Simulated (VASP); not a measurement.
## EuS: single point with r2SCAN+D3(BJ)+U

EuS:

```
Eu S
1.0
     0.00000    2.97376    2.97376
     2.97376    0.00000    2.97376
     2.97376    2.97376    0.00000
Eu S
1 1
Direct
  0.50000 0.50000 0.50000
  0.00000 0.00000 0.00000
```

```json
{"Program": "VASP 6.6.1", "Task": "single point", "Functional": "r2SCAN", "Dispersion": "D3(BJ)", "Potentials or basis": "VASP PAW PBE potentials, release 64 (Eu, S)", "Cutoff": "800 eV", "k mesh": "8 × 8 × 8", "Occupations": "gaussian, width 0.05 eV", "Spin": "collinear spin", "Starting moments": "[7.57, -0.08] μB", "Hubbard terms": "Eu f U = 4.0 eV", "Dipole correction": "no", "Further INCAR settings": "ALGO = Normal; EDIFF = 1e-06; NBANDS = 22"}
```

```yaml
Pressure: -0.7 GPa
Band_gap_on_the_k_mesh: 0.12 eV (least direct gap 0.33 eV)
Net_moment: 7.00 μB per cell
Site_moments: Eu +6.62; S -0.07 μB
Valence_electrons_inside_the_program's_atomic_spheres: Eu 14.91; S 3.79
Dispersion_energy_per_atom: -0.159 eV
```

Levels at points of the mesh, in eV from the valence-band top:
Spin up:
| k point | band 13 | band 14 | band 15 | band 16 | band 17 | band 18 |
| --- | --- | --- | --- | --- | --- | --- |
| (0.00, 0.00, 0.00) | 0.00 | 0.00 | 0.00 | 2.09 | 2.09 | 2.09 |
| (0.50, 0.00, 0.00) | -0.47 | -0.44 | -0.43 | 3.98 | 4.38 | 4.83 |
| (0.50, 0.50, 0.00) | -0.45 | -0.21 | -0.21 | 0.12 | 4.19 | 4.49 |
Spin down:
```tsv
k point	band 4	band 5	band 6	band 7	band 8	band 9	band 10	band 11	band 12	band 13
(0.00, 0.00, 0.00)	-17.28	-13.49	-2.14	-2.14	-2.14	2.67	2.86	2.86	2.86	3.94
(0.50, 0.00, 0.00)	-17.31	-12.41	-4.68	-3.31	-3.31	4.15	5.20	6.01	6.01	7.36
(0.50, 0.50, 0.00)	-17.42	-13.17	-3.28	-2.49	-2.49	0.71	5.26	5.37	6.96	7.30
```

Eigenvalues of the final occupation matrices:
```csv
site,spin,trace,eigenvalues
site 1 f,1,6.81,0.97 0.97 0.97 0.97 0.97 0.97 0.97
site 1 f,2,0.01,0.00 0.00 0.00 0.00 0.00 0.00 0.00
```

Wall time 19 min on 1 thread of Oxide Virtual Turin-like Processor, with other jobs on the host, peak memory 0.37 GiB.

Caveat: three body term missing; the PAW data sets were made with another functional, which shifts forces and pressure a little; spin-orbit coupling is left out, which moves the levels of the heavy elements; a cell with one magnetic atom can't hold antiferromagnetic order, which such compounds often take. A k mesh can miss the band edges.
